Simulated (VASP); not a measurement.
# SnS2 (Berndtite-2T) (P-3m1) in VASP: a series of runs

The runs below take SnS2 (Berndtite-2T) through relaxation of cell and atoms, with PBE+D4.

Everything below comes from runs of VASP 6.6.1. Logs are shortened: lines on timing, memory, paths and dates and some standing lists are left out, and cuts for length are marked.

### Step 1. The cell of the first run

Symmetry: P-3m1, No. 164, trigonal system. Conventional cell: a = 3.639 Å, b = 3.639 Å, c = 5.868 Å, α = 90.00°, β = 90.00°, γ = 120.00°. Within 3.4 Å of Sn (site symmetry -3m) lie 6 S at 2.56 Å. S (site symmetry 3m) has 3 Sn at 2.56 Å within 3.4 Å.

### Step 2. Relaxation of cell and atoms, PBE+D4, target pressure 5 GPa, at which the enthalpy is minimised

Input file INCAR:

```
SYSTEM = SnS2
ALGO     = Normal         ! electronic algorithm
EDIFF    = 1E-7           ! SCF threshold, eV
EDIFFG   = -0.01          ! ionic threshold
ENCUT    = 500            ! plane-wave cutoff, eV
GGA      = PE             ! functional
GGA_COMPAT= .FALSE.      
IBRION   = 2              ! ionic algorithm
ISIF     = 3              ! what is computed and relaxed
ISMEAR   = 0              ! smearing method
IVDW     = 13             ! dispersion correction
LASPH    = .TRUE.         ! aspherical terms in the spheres
LCHARG   = .FALSE.        ! write CHGCAR
LREAL    = .FALSE.        ! projectors in reciprocal space
LWAVE    = .FALSE.        ! write WAVECAR
NELM     = 120            ! most SCF steps
NELMIN   = 4            
NSW      = 80             ! ionic steps
PREC     = Accurate       ! precision mode
PSTRESS  = 50.0         
SIGMA    = 0.01           ! smearing width, eV
```

Input file KPOINTS:

```
k-points
0
G
  6 6 4
  0 0 0
```

Input file POSCAR:

```
SnS2
1.0
    3.6390000000      0.0000000000      0.0000000000
   -1.8195000000      3.1514660000      0.0000000000
    0.0000000000      0.0000000000      5.8680000000
Sn S
1 2
Direct
    0.0000000000      0.0000000000      0.0000000000
    0.3333333333      0.6666666667      0.2500000000
    0.6666666667      0.3333333333      0.7500000000
```

Potentials or basis: VASP PAW PBE potentials, release 64 (Sn_d, S).

Run with:

```console
> cat potpaw_PBE.64/Sn_d/POTCAR potpaw_PBE.64/S/POTCAR > POTCAR
> mpirun -np 1 vasp_std > vasp.out
```

OUTCAR:

```text
SYSTEM = SnS2
   EDIFF = 1E-7
   EDIFFG = -0.01
   ENCUT = 500
   GGA = PE
   IBRION = 2
   ISIF = 3
   ISMEAR = 0
   IVDW = 13
   LASPH = .TRUE.
   LREAL = .FALSE.
   NELM = 120
   NELMIN = 4
   NSW = 80
   PREC = Accurate
   PSTRESS = 50.0

 ion  position               nearest neighbor table
   1  0.000  0.000  0.000-   2 2.56   3 2.56   3 2.56   2 2.56   3 2.56   2 2.56
   2  0.333  0.667  0.250-   1 2.56   1 2.56   1 2.56
   3  0.667  0.333  0.750-   1 2.56   1 2.56   1 2.56

  LATTYP: Found a hexagonal cell.
 ALAT       =     3.6390000000
 C/A-ratio  =     1.6125309151

  Lattice vectors:

 A1 = (   3.6390000000,   0.0000000000,   0.0000000000)
 A2 = (  -1.8195000000,   3.1514660000,   0.0000000000)
 A3 = (   0.0000000000,   0.0000000000,   5.8680000000)

Analysis of symmetry for initial positions (statically):
=====================================================================
 Subroutine PRICEL returns:
 Original cell was already a primitive cell.

 Routine SETGRP: Setting up the symmetry group for a
 hexagonal supercell.

 Subroutine GETGRP returns: Found 12 space group operations
 (whereof 12 operations were pure point group operations)
 out of a pool of 24 trial point group operations.

The static configuration has the point symmetry D_3d.

Analysis of symmetry for dynamics (positions and initial velocities):
=====================================================================
 Subroutine PRICEL returns:
 Original cell was already a primitive cell.

 Routine SETGRP: Setting up the symmetry group for a
 hexagonal supercell.

 Subroutine GETGRP returns: Found 12 space group operations
 (whereof 12 operations were pure point group operations)
 out of a pool of 24 trial point group operations.

The dynamic configuration has the point symmetry D_3d.

 Subroutine INISYM returns: Found 12 space group operations
 (whereof 12 operations are pure point group operations),
 and found     1 'primitive' translations

----------------------------------------------------------------------------------------

                                     Primitive cell

  volume of cell :      67.2953

  direct lattice vectors                    reciprocal lattice vectors
     3.639000000  0.000000000  0.000000000     0.274800769  0.158656321  0.000000000
    -1.819500000  3.151466000  0.000000000     0.000000000  0.317312641  0.000000000
     0.000000000  0.000000000  5.868000000     0.000000000  0.000000000  0.170415815

  length of vectors
     3.639000000  3.638999615  5.868000000     0.317312608  0.317312641  0.170415815

[... 82 lines left out ...]
   LREAL  =      F    real-space projection
   EDIFFG = -.1E-01   stopping-criterion for IOM
   NSW    =     80    number of steps for IOM
   IBRION =      2    ionic relax: 0-MD 1-quasi-New 2-CG
   NFREE  =      1    steps in history (QN), initial steepest desc. (CG)
   ISIF   =      3    stress and relaxation
   ISYM   =      2    0-nonsym 1-usesym 2-fastsym
   POTIM  = 0.5000    time-step for ionic-motion
   TEBEG  =    0.0;   TEEND  =   0.0 temperature during run
   PSTRESS=   50.0 pullay stress
   NELECT =      26.0000    total number of electrons
   NUPDOWN=      -1.0000    fix difference up-down
   EMIN   =  10.00;   EMAX   =-10.00  energy-range for DOS
   EFERMI =   0.00;   METHOD = LEGACY
   ISMEAR =     0;   SIGMA  =   0.01  broadening in eV -4-tet -1-fermi 0-gaus
   EFERMI_NEDOS =   21; number of points for ismear=-14 and -15
   IALGO  =     38    algorithm
   IMIX   =      4    mixing-type and parameters
     AMIX     =   0.40;   BMIX     =  1.00
     AMIX_MAG =   1.60;   BMIX_MAG =  1.00
  volume/ion in A,a.u.               =      22.43       151.38
  Fermi-wavevector in a.u.,A,eV,Ry     =   1.192352  2.253218 19.343436  1.421702
  Thomas-Fermi vector in A             =   2.328392
   LORBIT       =      0    0 simple, 1 ext, 2 COOP (PROOUT), +10 PAW based schemes
   GGA     = PE    functional components
   LHFCALC =     F    Hartree Fock is set to
   AEXX    =    0.0000 exact exchange contribution
   IVDW    =    13    specifies the selected vdW correction
   LEPSILON=     F    determine dielectric tensor
   LRPA    =     F    only Hartree local field effects (RPA)
 conjugate gradient relaxation of ions
 non-spin polarized calculation
 Gauss-broadening in eV      SIGMA  =   0.01
  energy-cutoff  :      500.00
  volume of cell :       67.30
 maximum number of plane-waves:      1737
 NGX is ok and might be reduce to    28
   NGX = 13   NGY = 13   NGZ = 21

--------------------------------------- Ionic step        1  -------------------------------------------

 number of electron      26.0000007 magnetization

 Free energy of the ion-electron system (eV)
  ---------------------------------------------------
  ext. energy  EPLUGINS =         0.00000000
  ---------------------------------------------------
  free energy    TOTEN  =       -13.13336019 eV

  energy without entropy =      -13.13336019  energy(sigma->0) =      -13.13336019

------------------------ aborting loop because EDIFF is reached ----------------------------------------

  DFT-D4 for vdW energy calculation

  Edisp (eV):   -1.07811
[... 116 lines left out ...]
  energy  without entropy=      -14.1528549800  energy(sigma->0) =      -14.15285498

  enthalpy is  TOTEN    =       -12.1456748324 eV   P V=        2.0071801476

 E-fermi :   5.6593     XC(G=0):  -9.9923

 val. band max:        5.6077044604   @ k =   0.0000   0.0000   0.0000
 cond. band min:       7.0988375625   @ k =   0.5000   0.0000   0.2500
 fundamental gap:      1.4911331021
 Fermi energy:         5.6592852097

 k-point     1 :       0.0000    0.0000    0.0000
  band No.  band energies     occupation
      1     -15.4332      2.00000
      2     -15.4332      2.00000
      3     -15.3778      2.00000
      4     -15.3447      2.00000
      5     -15.3447      2.00000
      6      -8.6552      2.00000
[... 457 lines left out ...]
      4     -15.3467      2.00000
      5     -15.3131      2.00000
      6      -5.8760      2.00000
[... 9 lines left out ...]
     16      10.8254      0.00000
     17      12.6807      0.00000

[... ionic steps 4 to 10 ...]

--------------------------------------- Ionic step       11  -------------------------------------------

 number of electron      26.0000000 magnetization

------------------------ aborting loop because EDIFF is reached ----------------------------------------
[... 81 lines left out ...]
--------------------------------------- Ionic step       13  -------------------------------------------

 number of electron      25.9999999 magnetization

 Free energy of the ion-electron system (eV)
  ---------------------------------------------------
  ext. energy  EPLUGINS =         0.00000000
  ---------------------------------------------------
  free energy    TOTEN  =       -12.92809327 eV

  energy without entropy =      -12.92809327  energy(sigma->0) =      -12.92809327

 E-fermi :   6.7466     XC(G=0): -10.2885

 val. band max:        6.6448668992   @ k =   0.0000   0.0000   0.0000
 cond. band min:       7.6306407086   @ k =   0.3333   0.3333   0.0000
 fundamental gap:      0.9857738094
 Fermi energy:         6.7465688514

 k-point     1 :       0.0000    0.0000    0.0000
  band No.  band energies     occupation
      1     -14.8344      2.00000
      2     -14.8344      2.00000
      3     -14.7890      2.00000
      4     -14.7569      2.00000
      5     -14.7569      2.00000
      6      -8.0832      2.00000
[... 507 lines left out ...]
  energy  without entropy=      -14.1296156242  energy(sigma->0) =      -14.12961562

  enthalpy is  TOTEN    =       -12.2409083474 eV   P V=        1.8887072768

 reached required accuracy - stopping structural energy minimisation
```

OSZICAR:

```text
N       E                     dE             d eps       ncg     rms          rms(c)
DAV:   1     0.201553173712E+03    0.20155E+03   -0.12606E+04   825   0.180E+03
DAV:   2     0.759265867359E+01   -0.19396E+03   -0.19031E+03   891   0.418E+02
DAV:   3    -0.130594484952E+02   -0.20652E+02   -0.20154E+02  1063   0.122E+02
[... 139 lines left out ...]
DAV:   4    -0.129280918980E+02    0.25773E-04   -0.82393E-05  1236   0.119E-01    0.151E-02
DAV:   5    -0.129280924758E+02   -0.57783E-06   -0.76421E-06  1164   0.245E-02    0.660E-03
DAV:   6    -0.129280929970E+02   -0.52119E-06   -0.48210E-07  1118   0.929E-03    0.165E-03
DAV:   7    -0.129280932418E+02   -0.24481E-06   -0.10282E-07   474   0.454E-03    0.481E-04
DAV:   8    -0.129280932670E+02   -0.25169E-07   -0.18500E-08   440   0.169E-03
  13 F= -.12240908E+02 E0= -.12240908E+02  d E =-.187887E-03
```

Run time: 2.5 min. Hardware: 1 thread of AMD EPYC 9R45 (Zen 5), shared host; peak memory 0.17 GiB.

What came out:

```
Free energy                                            : -14.1296 eV
Relaxed volume                                         : 20.17 Å³/atom
Relaxed cell                                           : a = 3.613 Å, b = 3.613 Å, c = 5.354 Å, α = 90.00°, β = 90.00°, γ = 120.00°
Space group after relaxing (to 0.05 Å)                 : P-3m1 (No. 164)
Energy change on relaxing (the enthalpy is what falls) : +27.3 meV/atom
Ionic steps                                            : 13
Pressure after relaxing                                : 5.0 GPa
Band gap on the k mesh                                 : 0.99 eV, indirect (least direct gap 1.54 eV)
Dispersion energy per atom                             : -0.401 eV
```

Step by step:
```tsv
step	energy change (eV)	largest force (eV/Å)	pressure (GPa)	volume (Å³)
1	0.0000	0.2456	1.66	67.30
2	0.1139	0.8642	7.89	62.84
3	0.0586	0.6430	5.59	64.32
4	0.0571	0.4339	5.51	63.23
5	0.1271	0.2061	5.97	60.01
6	0.0959	0.0178	5.77	60.88
7	0.0596	0.1241	3.94	61.41
8	0.0573	0.1373	3.72	61.47
9	0.1114	0.2427	6.60	59.80
10	0.0761	0.0347	4.98	60.71
11	0.0766	0.0381	5.00	60.70
12	0.0786	0.0235	5.02	60.63
13	0.0819	0.0011	5.04	60.52
```

Final structure:
```
Sn S
1.0
     3.61270    0.00000    0.00000
    -1.80635    3.12869    0.00000
     0.00000    0.00000    5.35440
Sn S
1 2
Direct
  0.00000 0.00000 0.00000
  0.33333 0.66667 0.27487
  0.66667 0.33333 0.72513
```

Levels at points of the mesh, in eV from the valence-band top:
| k point | band 10 | band 11 | band 12 | band 13 | band 14 | band 15 | band 16 | band 17 |
| --- | --- | --- | --- | --- | --- | --- | --- | --- |
| (0.00, 0.00, 0.00) | -1.15 | -1.10 | -1.10 | 0.00 | 1.54 | 3.10 | 5.12 | 5.12 |
| (0.50, 0.00, 0.00) | -3.86 | -3.33 | -2.15 | -0.63 | 1.60 | 3.96 | 4.95 | 5.20 |
| (0.00, 0.00, 0.50) | -1.42 | -1.42 | -0.68 | -0.68 | 3.13 | 3.29 | 4.49 | 4.49 |
| (0.50, 0.00, 0.50) | -2.86 | -2.11 | -1.57 | -1.45 | 1.30 | 4.12 | 4.94 | 6.16 |

Caveat: the cell is relaxed towards a set pressure, so the enthalpy falls and the energy may rise; spin-orbit coupling is left out, which moves the levels of the heavy elements. A k mesh can miss the band edges.

### Step 3. Relaxation of cell and atoms, PBE+D4, target pressure 10 GPa, at which the enthalpy is minimised

Input file INCAR:

```
SYSTEM = SnS2
PREC = Accurate
ENCUT = 500
EDIFF = 1E-7
ISMEAR = 0
SIGMA = 0.01
LREAL = .FALSE.
LASPH = .TRUE.
NELM = 120
ALGO = Normal
ISIF = 3
LWAVE = .FALSE.
LCHARG = .FALSE.
GGA = PE
IVDW = 13
IBRION = 2
NSW = 80
EDIFFG = -0.01
PSTRESS = 100.0
GGA_COMPAT = .FALSE.
NELMIN = 4
```

Input file KPOINTS:

```
regular mesh
0
G
  6 6 4
  0 0 0
```

POSCAR is that of step 2.

Potentials or basis: VASP PAW PBE potentials, release 64 (Sn_d, S).

Run with:

```console
> cat potpaw_PBE.64/Sn_d/POTCAR potpaw_PBE.64/S/POTCAR > POTCAR
> mpirun -np 1 vasp_std > vasp.out
```

Wall time 2.6 min (1 thread of AMD EPYC 9R45 (Zen 5), shared host); peak memory 0.18 GiB.

It converged, with:

```yaml
Free_energy: -13.9672 eV
Relaxed_volume: 18.99 Å³/atom
Relaxed_cell: a = 3.571 Å, b = 3.571 Å, c = 5.158 Å, α = 90.00°, β = 90.00°, γ = 120.00°
Space_group_after_relaxing_to_0.05_Å: P-3m1 (No. 164)
Energy_change_on_relaxing_the_enthalpy_is_what_falls: +81.4 meV/atom
Ionic_steps: 14
Pressure_after_relaxing: 10.0 GPa
Largest_force_after_relaxing: 0.006 eV/Å
Band_gap_on_the_k_mesh: 0.57 eV, indirect (least direct gap 1.57 eV)
Dispersion_energy_per_atom: -0.425 eV
```

Forces on the atoms (eV/Å):
```
Sn   0.000  0.000  0.000
S    0.000  0.000  0.006
S    0.000  0.000 -0.006
```

Stress tensor (GPa, compression positive):
```
 9.92  0.00  0.00
 0.00  9.92  0.00
 0.00  0.00 10.01
```

Step by step:
| step | energy change (eV) | largest force (eV/Å) | pressure (GPa) | volume (Å³) |
| --- | --- | --- | --- | --- |
| 1 | 0.0000 | 0.2456 | 1.66 | 67.30 |
| 2 | 0.6956 | 2.3378 | 23.09 | 56.55 |
| 3 | 0.1847 | 1.1460 | 10.26 | 61.82 |
| 4 | 0.1827 | 0.7666 | 10.23 | 60.23 |
| 5 | 0.4055 | 0.4235 | 12.09 | 55.60 |
| 6 | 0.2831 | 0.0404 | 11.14 | 57.22 |
| 7 | 0.1933 | 0.1451 | 8.26 | 58.00 |
| 8 | 0.1838 | 0.1758 | 7.80 | 58.13 |
| 9 | 0.3331 | 0.3424 | 12.99 | 55.81 |
| 10 | 0.2376 | 0.0593 | 10.02 | 57.08 |
| 11 | 0.2389 | 0.0638 | 10.07 | 57.06 |
| 12 | 0.2419 | 0.0306 | 10.00 | 57.01 |
| 13 | 0.2452 | 0.0032 | 9.94 | 56.95 |
| 14 | 0.2443 | 0.0057 | 9.95 | 56.97 |

Final structure:
```
Sn S
1.0
     3.57132    0.00000    0.00000
    -1.78566    3.09285    0.00000
     0.00000    0.00000    5.15754
Sn S
1 2
Direct
  0.00000 0.00000 0.00000
  0.33333 0.66667 0.28422
  0.66667 0.33333 0.71578
```

Levels at points of the mesh, in eV from the valence-band top:
```csv
k point,band 11,band 12,band 13,band 14,band 15,band 16
"(0.00, 0.00, 0.00)",-1.36,-1.36,0.00,1.57,2.92,5.08
"(0.50, 0.00, 0.00)",-3.75,-2.69,-0.72,1.66,3.82,4.48
"(0.00, 0.00, 0.50)",-1.74,-0.84,-0.84,3.18,3.31,4.23
"(0.50, 0.00, 0.50)",-2.26,-2.02,-1.75,1.38,3.90,4.73
```

Caveat: the cell is relaxed towards a set pressure, so the enthalpy falls and the energy may rise; the volume moved by over 15 % at a fixed basis, so the end points are rough; spin-orbit coupling is left out, which moves the levels of the heavy elements. A k mesh can miss the band edges.

(Part 1 of 2 ends here.)
